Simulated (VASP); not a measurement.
Here is a VASP 6.6.1 calculation.

File INCAR:

```
SYSTEM = BN
PREC = Accurate ; ENCUT = 520
EDIFF = 1E-7 ; ISMEAR = 0
SIGMA = 0.05 ; LREAL = .FALSE.
LASPH = .TRUE. ; NELM = 100
ALGO = Normal ; ISIF = 2
LWAVE = .FALSE. ; LCHARG = .TRUE.
GGA = PE ; LELF = .TRUE.
LVHAR = .TRUE. ; NBANDS = 11
```

KPOINTS

```
Automatic mesh
0
G
  12 12 12
  0 0 0
```

The input POSCAR:

```
BN
1.0
   -0.0679647668      1.7172431072      1.8123937807
    1.8123937807     -0.0679647668      1.8123937807
    1.7444290139      1.6492783404      0.0000000000
B N
1 1
Direct
    0.0000000000      0.0000000000      0.0000000000
    0.7500000000      0.7500000000      0.7500000000
```

Potentials or basis: VASP PAW PBE potentials, release 64 (B, N).

Launch:

```sh
$ cat potpaw_PBE.64/B/POTCAR potpaw_PBE.64/N/POTCAR > POTCAR
$ mpirun -np 1 vasp_std > vasp.out
```

**Question.** What does it give for the largest force?

**Answer.** 0.311 eV/Å.

**Question.** What does it give for the band gap on the k mesh?

**Answer.** 3.47 eV (least direct gap 7.51 eV).

Forces in eV/Å, atoms in the order of the input:
```
B    0.000  0.000  0.311
N    0.000  0.000 -0.311
```

Caveat: the cell differs from its parent crystal (engineering shear strain xz -0.0750, normal strain along z -0.0525). A k mesh can miss the band edges.
